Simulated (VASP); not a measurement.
Re: relaxation of cell and atoms with LDA

Crystal: Re.

```
Re
1.0
    -1.53840    1.53840    1.53840
     1.53840   -1.53840    1.53840
     1.53840    1.53840   -1.53840
Re
1
Direct
  0.00000 0.00000 0.00000
```

This isn't the form of Re at room conditions, which is hcp.

```
Program                : VASP 6.6.1
Task                   : relaxation of cell and atoms
Functional             : LDA
Potentials or basis    : VASP PAW LDA potentials, release 64 (Re)
Cutoff                 : 600 eV
k mesh                 : 18 × 18 × 18
Occupations            : fermi-dirac, width 0.1 eV
Spin                   : no spin polarisation
Target pressure        : -4.8 GPa
Dipole correction      : no
Further INCAR settings : ALGO = Normal; EDIFF = 1e-07; IBRION = 2; EDIFFG = -0.005; NSW = 60; ISIF = 3
```

```json
{
 "Relaxed volume": "14.71 Å³/atom",
 "Relaxed cell": "a = 2.673 Å, b = 2.673 Å, c = 2.673 Å, α = 109.47°, β = 109.47°, γ = 109.47°",
 "Space group after relaxing (to 0.1 Å)": "Im-3m (No. 229)",
 "Energy change on relaxing (the run minimises the enthalpy)": "+2.6 meV/atom",
 "Ionic steps": "4",
 "Pressure after relaxing": "-4.8 GPa",
 "Band gap on the k mesh": "zero (an odd number of electrons rules out a gap without spin polarisation)"
}
```

The path:
| step | energy change (eV) | largest force (eV/Å) | pressure (GPa) | volume (Å³) |
| --- | --- | --- | --- | --- |
| 1 | 0.0000 | 0.0000 | -0.96 | 14.56 |
| 2 | 0.0477 | 0.0000 | -18.60 | 15.31 |
| 3 | 0.0027 | 0.0000 | -4.88 | 14.71 |
| 4 | 0.0026 | 0.0000 | -4.80 | 14.71 |

Final structure:
```xyz
1
Lattice="-1.5435 1.5435 1.5435 1.5435 -1.5435 1.5435 1.5435 1.5435 -1.5435" Properties=species:S:1:pos:R:3 pbc="T T T"
Re    0.0000    0.0000    0.0000
```

Levels at points of the mesh, in eV from the Fermi level:
```tsv
k point	band 1	band 2	band 3	band 4	band 5	band 6	band 7
(0.00, 0.00, 0.00)	-10.73	-2.75	-2.75	-2.75	0.71	0.71	15.59
(0.50, 0.00, 0.00)	-7.54	-5.02	0.09	0.61	1.49	4.52	10.10
(0.50, 0.50, 0.50)	-7.19	-7.19	3.57	3.57	3.57	8.07	8.07
```

Wall time 84 s on 1 thread of Oxide Virtual Turin-like Processor, with other jobs on the host, peak memory 0.13 GiB.

Caveat: the cell is relaxed towards a set pressure, so the run minimises the enthalpy, not the energy; spin-orbit coupling is left out, which moves the levels of the heavy elements.
